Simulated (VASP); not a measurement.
# CsH (Fm-3m) in VASP: further runs, part 3 of 3

VASP 6.6.1.

## Step 4: Electric field gradients, r2SCAN (volume scaled by 1.03)

Input file POSCAR:

```
CsH
1.0
    0.0000000000      3.2228530534      3.2228530534
    3.2228530534      0.0000000000      3.2228530534
    3.2228530534      3.2228530534      0.0000000000
Cs H
1 1
Direct
    0.0000000000      0.0000000000      0.0000000000
    0.5000000000      0.5000000000      0.5000000000
```

Input file INCAR.step1:

```
ALGO = Normal
EDIFF = 1E-4
ENCUT = 520
GGA = PE
ISMEAR = -1
LASPH = True
LCHARG = False
LREAL = False
LWAVE = True
NBANDS = 12
NELM = 80
PREC = Accurate
SIGMA = 0.02
```

Input file INCAR.step2:

```
ALGO = Normal
EDIFF = 1E-8
ENCUT = 520
ISIF = 2
ISMEAR = -1
ISTART = 1
LASPH = True
LCHARG = False
LEFG = True
LMIXTAU = True
LREAL = False
LWAVE = False
METAGGA = R2SCAN
NBANDS = 12
NELM = 80
PREC = Accurate
SIGMA = 0.02
```

Input file KPOINTS:

```
k-points
0
Gamma
  7 7 7
```

Potentials or basis: VASP PAW PBE potentials, release 64 (Cs_sv, H).

The run is started by

```sh
> cat potpaw_PBE.64/Cs_sv/POTCAR potpaw_PBE.64/H/POTCAR > POTCAR
> cp INCAR.step1 INCAR
> mpirun -np 1 vasp_std > vasp.out
> cp INCAR.step2 INCAR
> mpirun -np 1 vasp_std > vasp.out
```

OUTCAR:

```text
EDIFF = 1E-8
   ENCUT = 520
   ISIF = 2
   ISMEAR = -1
   ISTART = 1
   LASPH = True
   LREAL = False
   METAGGA = R2SCAN
   NELM = 80
   PREC = Accurate

 ion  position               nearest neighbor table
   1  0.000  0.000  0.000-
   2  0.500  0.500  0.500-

  LATTYP: Found a face centered cubic cell.
 ALAT       =     6.4457061068

  Lattice vectors:

 A1 = (   0.0000000000,   3.2228530534,   3.2228530534)
 A2 = (   3.2228530534,   0.0000000000,   3.2228530534)
 A3 = (   3.2228530534,   3.2228530534,   0.0000000000)

Analysis of symmetry for initial positions (statically):
=====================================================================
 Subroutine PRICEL returns:
 Original cell was already a primitive cell.

 Routine SETGRP: Setting up the symmetry group for a
 face centered cubic supercell.

 Subroutine GETGRP returns: Found 48 space group operations
 (whereof 48 operations were pure point group operations)
 out of a pool of 48 trial point group operations.

The static configuration has the point symmetry O_h .

Analysis of symmetry for dynamics (positions and initial velocities):
=====================================================================
 Subroutine PRICEL returns:
 Original cell was already a primitive cell.

 Routine SETGRP: Setting up the symmetry group for a
 face centered cubic supercell.

 Subroutine GETGRP returns: Found 48 space group operations
 (whereof 48 operations were pure point group operations)
 out of a pool of 48 trial point group operations.

The dynamic configuration has the point symmetry O_h .

 Subroutine INISYM returns: Found 48 space group operations
 (whereof 48 operations are pure point group operations),
 and found     1 'primitive' translations

----------------------------------------------------------------------------------------

                                     Primitive cell

  volume of cell :      66.9501

  direct lattice vectors                    reciprocal lattice vectors
     0.000000000  3.222853053  3.222853053    -0.155142041  0.155142041  0.155142041
     3.222853053  0.000000000  3.222853053     0.155142041 -0.155142041  0.155142041
     3.222853053  3.222853053  0.000000000     0.155142041  0.155142041 -0.155142041

  length of vectors
     4.557802498  4.557802498  4.557802498     0.268713897  0.268713897  0.268713897

  position of ions in fractional coordinates (direct lattice)
     0.000000000  0.000000000  0.000000000
     0.500000000  0.500000000  0.500000000

  ion indices of the primitive-cell ions
   primitive index   ion index
                 1           1
                 2           2

----------------------------------------------------------------------------------------

 KPOINTS: k-points

Automatic generation of k-mesh.
[... 75 lines left out ...]
   EFERMI =   0.00;   METHOD = LEGACY
   ISMEAR =    -1;   SIGMA  =   0.02  broadening in eV -4-tet -1-fermi 0-gaus
   EFERMI_NEDOS =   21; number of points for ismear=-14 and -15
   IALGO  =     38    algorithm
   IMIX   =      4    mixing-type and parameters
     AMIX     =   0.40;   BMIX     =  1.00
     AMIX_MAG =   1.60;   BMIX_MAG =  1.00
  volume/ion in A,a.u.               =      33.48       225.90
  Fermi-wavevector in a.u.,A,eV,Ry     =   0.868609  1.641433 10.265345  0.754482
  Thomas-Fermi vector in A             =   1.987312
   LORBIT       =      0    0 simple, 1 ext, 2 COOP (PROOUT), +10 PAW based schemes
   METAGGA = R2SCAN    functional components
   LHFCALC =     F    Hartree Fock is set to
   AEXX    =    0.0000 exact exchange contribution
   IVDW    =     0    specifies the selected vdW correction
   LEPSILON=     F    determine dielectric tensor
   LRPA    =     F    only Hartree local field effects (RPA)
 non-spin polarized calculation
  energy-cutoff  :      520.00
  volume of cell :       66.95
 maximum number of plane-waves:      1823
 NGX is ok and might be reduce to    36
   NGX = 17   NGY = 17   NGZ = 17

 number of electron      10.0000001 magnetization

 Free energy of the ion-electron system (eV)
  ---------------------------------------------------
  ext. energy  EPLUGINS =         0.00000000
  ---------------------------------------------------
  free energy    TOTEN  =       -28.98767435 eV

  energy without entropy =      -28.98767435  energy(sigma->0) =      -28.98767435

 E-fermi :   0.1179     XC(G=0):  -7.4285

 val. band max:       -0.3588966483   @ k =   0.4286   0.0000   0.0000
 cond. band min:       2.5685160362   @ k =   0.4286   0.0000   0.0000
 fundamental gap:      2.9274126845
 Fermi energy:         0.1179410566

 k-point     1 :       0.0000    0.0000    0.0000
  band No.  band energies     occupation
      1     -22.3273      2.00000
      2      -8.4446      2.00000
      3      -8.4446      2.00000
      4      -8.4446      2.00000
      5      -1.8475      2.00000
      6       5.4265      0.00000
      7       5.4265      0.00000
      8       5.4265      0.00000
      9       5.9513      0.00000
     10       7.2770      0.00000
     11       7.2770      0.00000
     12       8.9242      0.00000
[... 271 lines left out ...]
 k-point    20 :      -0.2857    0.4286    0.1429
  band No.  band energies     occupation
      1     -22.2354      2.00000
      2      -8.9249      2.00000
      3      -8.9028      2.00000
      4      -8.6759      2.00000
      5      -0.8943      2.00000
      6       3.8812      0.00000
      7       4.5268      0.00000
      8       5.7813      0.00000
      9       7.9894      0.00000
     10       8.3392      0.00000
     11       8.9430      0.00000
     12      10.0047      0.00000

------------------------ aborting loop because EDIFF is reached ----------------------------------------

  FORCE on cell =-STRESS in cart. coord.  units (eV):
  Direction    XX          YY          ZZ          XY          YZ          ZX
  --------------------------------------------------------------------------------------
  -------------------------------------------------------------------------------------
  Total       -0.1112871     -0.1112871     -0.1112871     -0.0000000     -0.0000000     -0.0000000
  in kB       -2.6632002     -2.6632002     -2.6632002     -0.0000000     -0.0000000     -0.0000000
  external PRESSURE =      -2.6632002 kB  Pullay stress =       0.0000000 kB

 VOLUME and BASIS-vectors are now :
 -----------------------------------------------------------------------------
  energy-cutoff  :      520.00
  volume of cell :       66.95
      direct lattice vectors                 reciprocal lattice vectors
     0.000000000  3.222853053  3.222853053    -0.155142041  0.155142041  0.155142041
     3.222853053  0.000000000  3.222853053     0.155142041 -0.155142041  0.155142041
     3.222853053  3.222853053  0.000000000     0.155142041  0.155142041 -0.155142041

 POSITION                                       TOTAL-FORCE (eV/Angst)
 -----------------------------------------------------------------------------------
      0.00000      0.00000      0.00000         0.000000     -0.000000      0.000000
      3.22285      3.22285      3.22285        -0.000000      0.000000     -0.000000
 -----------------------------------------------------------------------------------
    total drift:                               -0.000000      0.000000      0.000000

  FREE ENERGIE OF THE ION-ELECTRON SYSTEM (eV)
  ---------------------------------------------------
  free  energy   TOTEN  =       -28.9876743534 eV

  energy  without entropy=      -28.9876743534  energy(sigma->0) =      -28.98767435

 Electric field gradients (V/A^2)
---------------------------------------------------------------------
 ion       V_xx      V_yy      V_zz      V_xy      V_xz      V_yz
---------------------------------------------------------------------
   1      -0.000    -0.000     0.000     0.000     0.000     0.000
   2      -0.000    -0.000     0.000     0.000     0.000     0.000
---------------------------------------------------------------------

 Electric field gradients after diagonalization (V/A^2)
 (convention: |V_zz| > |V_xx| > |V_yy|)
----------------------------------------------------------------------
 ion       V_xx      V_yy      V_zz     asymmetry (V_yy - V_xx)/ V_zz
----------------------------------------------------------------------
   1      -0.000    -0.000     0.001       0.000
   2      -0.000    -0.000     0.001       0.000
----------------------------------------------------------------------

           NMR quadrupolar parameters

 Cq : quadrupolar parameter    Cq=e*Q*V_zz/h
 eta: asymmetry parameters     (V_yy - V_xx)/ V_zz
 Q  : nuclear electric quadrupole moment in mb (millibarn)
----------------------------------------------------------------------
 ion       Cq(MHz)       eta       Q (mb)
----------------------------------------------------------------------
   1       0.000       0.000       1.000
   2       0.000       0.000       1.000
----------------------------------------------------------------------
```

OUTCAR.step1:

```text
EDIFF = 1E-4
   ENCUT = 520
   GGA = PE
   ISMEAR = -1
   LASPH = True
[... 514 lines left out ...]
      0.00000      0.00000      0.00000         0.000000     -0.000000     -0.000000
      3.22285      3.22285      3.22285         0.000000      0.000000      0.000000
 -----------------------------------------------------------------------------------
    total drift:                               -0.000000      0.000000      0.000000

  FREE ENERGIE OF THE ION-ELECTRON SYSTEM (eV)
  ---------------------------------------------------
  free  energy   TOTEN  =        -4.5516759446 eV

  energy  without entropy=       -4.5516759446  energy(sigma->0) =       -4.55167594
```

OSZICAR.step1:

```text
N       E                     dE             d eps       ncg     rms          rms(c)
DAV:   1     0.440886580361E+02    0.44089E+02   -0.40260E+03   480   0.679E+02
DAV:   2    -0.165398236963E+01   -0.45743E+02   -0.43051E+02   616   0.111E+02
DAV:   3    -0.535350558870E+01   -0.36995E+01   -0.36943E+01   604   0.345E+01
DAV:   4    -0.538539979187E+01   -0.31894E-01   -0.31892E-01   544   0.369E+00
DAV:   5    -0.538553100018E+01   -0.13121E-03   -0.13121E-03   616   0.242E-01    0.377E+00
DAV:   6    -0.466943233751E+01    0.71610E+00   -0.55228E-01   572   0.280E+00    0.157E+00
DAV:   7    -0.452845804027E+01    0.14097E+00   -0.65615E-01   552   0.268E+00    0.686E-01
DAV:   8    -0.456247148543E+01   -0.34013E-01   -0.84448E-02   528   0.115E+00    0.486E-01
DAV:   9    -0.455122506468E+01    0.11246E-01   -0.21089E-02   576   0.595E-01    0.411E-02
DAV:  10    -0.455155883573E+01   -0.33377E-03   -0.31308E-03   520   0.211E-01    0.260E-02
DAV:  11    -0.455171631276E+01   -0.15748E-03   -0.37843E-04   564   0.880E-02    0.332E-02
DAV:  12    -0.455167594463E+01    0.40368E-04   -0.12121E-04   520   0.496E-02
   1 F= -.45516759E+01 E0= -.45516759E+01  d E =-.244319E-10
```

Run time: 2.1 min. Hardware: 1 thread of Intel Xeon 8259CL, shared host; peak memory 0.22 GiB.

What came out:

* Free energy: -28.9877 eV
* Pressure: -0.3 GPa
* Band gap on the k mesh: 2.93 eV, direct

Caveat: without QUAD_EFG the Cq values of the log hold for a quadrupole moment of 1 mb, not for the nuclei; the PAW data sets were made with another functional, which shifts forces and pressure a little; spin-orbit coupling is left out, which moves the levels of the heavy elements.

## Step 5: Electric field gradients, r2SCAN (volume scaled by 1.06)

Input file POSCAR:

```
CsH
1.0
    0.0000000000      3.2538439262      3.2538439262
    3.2538439262      0.0000000000      3.2538439262
    3.2538439262      3.2538439262      0.0000000000
Cs H
1 1
Direct
    0.0000000000      0.0000000000      0.0000000000
    0.5000000000      0.5000000000      0.5000000000
```

Input file INCAR.step1:

```
ALGO     = Normal         # electronic algorithm
EDIFF    = 1E-4           # SCF threshold, eV
ENCUT    = 520            # plane-wave cutoff, eV
GGA      = PE             # functional
ISMEAR   = -1             # smearing method
LASPH    = True           # aspherical terms in the spheres
LCHARG   = False          # write CHGCAR
LREAL    = False          # projectors in reciprocal space
LWAVE    = True           # write WAVECAR
NBANDS   = 12             # bands
NELM     = 60             # most SCF steps
PREC     = Accurate       # precision mode
SIGMA    = 0.02           # smearing width, eV
```

Input file INCAR.step2:

```
ALGO     = Normal         # electronic algorithm
EDIFF    = 1E-8           # SCF threshold, eV
ENCUT    = 520            # plane-wave cutoff, eV
ISIF     = 2              # what is computed and relaxed
ISMEAR   = -1             # smearing method
ISTART   = 1            
LASPH    = True           # aspherical terms in the spheres
LCHARG   = False          # write CHGCAR
LEFG     = True         
LMIXTAU  = True         
LREAL    = False          # projectors in reciprocal space
LWAVE    = False          # write WAVECAR
METAGGA  = R2SCAN         # meta-GGA
NBANDS   = 12             # bands
NELM     = 60             # most SCF steps
PREC     = Accurate       # precision mode
SIGMA    = 0.02           # smearing width, eV
```

KPOINTS is that of step 4.

Potentials or basis: VASP PAW PBE potentials, release 64 (Cs_sv, H).

The run is started by

```sh
> cat potpaw_PBE.64/Cs_sv/POTCAR potpaw_PBE.64/H/POTCAR > POTCAR
> cp INCAR.step1 INCAR
> mpirun -np 1 vasp_std > vasp.out
> cp INCAR.step2 INCAR
> mpirun -np 1 vasp_std > vasp.out
```

OUTCAR:

```text
EDIFF = 1E-8
   ENCUT = 520
   ISIF = 2
   ISMEAR = -1
   ISTART = 1
   LASPH = True
   LREAL = False
   METAGGA = R2SCAN
   NELM = 60
   PREC = Accurate

 ion  position               nearest neighbor table
   1  0.000  0.000  0.000-
   2  0.500  0.500  0.500-

  LATTYP: Found a face centered cubic cell.
 ALAT       =     6.5076878524

  Lattice vectors:

 A1 = (   0.0000000000,   3.2538439262,   3.2538439262)
 A2 = (   3.2538439262,   0.0000000000,   3.2538439262)
 A3 = (   3.2538439262,   3.2538439262,   0.0000000000)

Analysis of symmetry for initial positions (statically):
=====================================================================
 Subroutine PRICEL returns:
 Original cell was already a primitive cell.

 Routine SETGRP: Setting up the symmetry group for a
 face centered cubic supercell.

 Subroutine GETGRP returns: Found 48 space group operations
[... 479 lines left out ...]
  energy-cutoff  :      520.00
  volume of cell :       68.90
      direct lattice vectors                 reciprocal lattice vectors
     0.000000000  3.253843926  3.253843926    -0.153664408  0.153664408  0.153664408
     3.253843926  0.000000000  3.253843926     0.153664408 -0.153664408  0.153664408
     3.253843926  3.253843926  0.000000000     0.153664408  0.153664408 -0.153664408

 POSITION                                       TOTAL-FORCE (eV/Angst)
 -----------------------------------------------------------------------------------
      0.00000      0.00000      0.00000         0.000000      0.000000      0.000000
      3.25384      3.25384      3.25384         0.000000      0.000000      0.000000
 -----------------------------------------------------------------------------------
    total drift:                               -0.000000      0.000000      0.000000

  FREE ENERGIE OF THE ION-ELECTRON SYSTEM (eV)
  ---------------------------------------------------
  free  energy   TOTEN  =       -28.9833492311 eV

  energy  without entropy=      -28.9833492311  energy(sigma->0) =      -28.98334923

 Electric field gradients (V/A^2)
---------------------------------------------------------------------
 ion       V_xx      V_yy      V_zz      V_xy      V_xz      V_yz
---------------------------------------------------------------------
   1      -0.000    -0.000     0.000     0.000     0.000     0.000
   2       0.000    -0.000    -0.000     0.000     0.000     0.000
---------------------------------------------------------------------

 Electric field gradients after diagonalization (V/A^2)
 (convention: |V_zz| > |V_xx| > |V_yy|)
----------------------------------------------------------------------
 ion       V_xx      V_yy      V_zz     asymmetry (V_yy - V_xx)/ V_zz
----------------------------------------------------------------------
   1      -0.000    -0.000     0.001       0.000
   2      -0.000    -0.000     0.000       0.000
----------------------------------------------------------------------

           NMR quadrupolar parameters

 Cq : quadrupolar parameter    Cq=e*Q*V_zz/h
 eta: asymmetry parameters     (V_yy - V_xx)/ V_zz
 Q  : nuclear electric quadrupole moment in mb (millibarn)
----------------------------------------------------------------------
 ion       Cq(MHz)       eta       Q (mb)
----------------------------------------------------------------------
   1       0.000       0.000       1.000
   2       0.000       0.000       1.000
----------------------------------------------------------------------
```

It took 2.2 min on 1 thread of Intel Xeon 8259CL, shared host; peak memory 0.22 GiB.

Results:

| Quantity | Value |
| --- | --- |
| Free energy | -28.9833 eV |
| Pressure | -0.5 GPa |
| Band gap on the k mesh | 2.95 eV, direct |

Caveat: without QUAD_EFG the Cq values of the log hold for a quadrupole moment of 1 mb, not for the nuclei; the PAW data sets were made with another functional, which shifts forces and pressure a little; spin-orbit coupling is left out, which moves the levels of the heavy elements. A k mesh can miss the band edges.

## Step 6: The runs side by side

| cell | gap on the mesh (eV) | pressure (GPa) |
| --- | --- | --- |
| a = 4.422 Å, angles 60.0°, 2 atoms | 2.84 | 0.7 |
| a = 4.513 Å, angles 60.0°, 2 atoms | 2.90 | 0.0 |
| a = 4.558 Å, angles 60.0°, 2 atoms | 2.93 | -0.3 |
| a = 4.602 Å, angles 60.0°, 2 atoms | 2.95 | -0.5 |

Alike in all rows: task electric field gradients; level r2SCAN; potentials or basis VASP PAW PBE potentials, release 64 (Cs_sv, H); no spin polarisation; k mesh 7 × 7 × 7; cutoff (eV) 520; smearing fermi-dirac 0.02 eV.

Caveats: the PAW data sets were made with another functional, which shifts forces and pressure a little; spin-orbit coupling is left out, which moves the levels of the heavy elements.

Absolute energies hang on the potentials; compare differences alone.
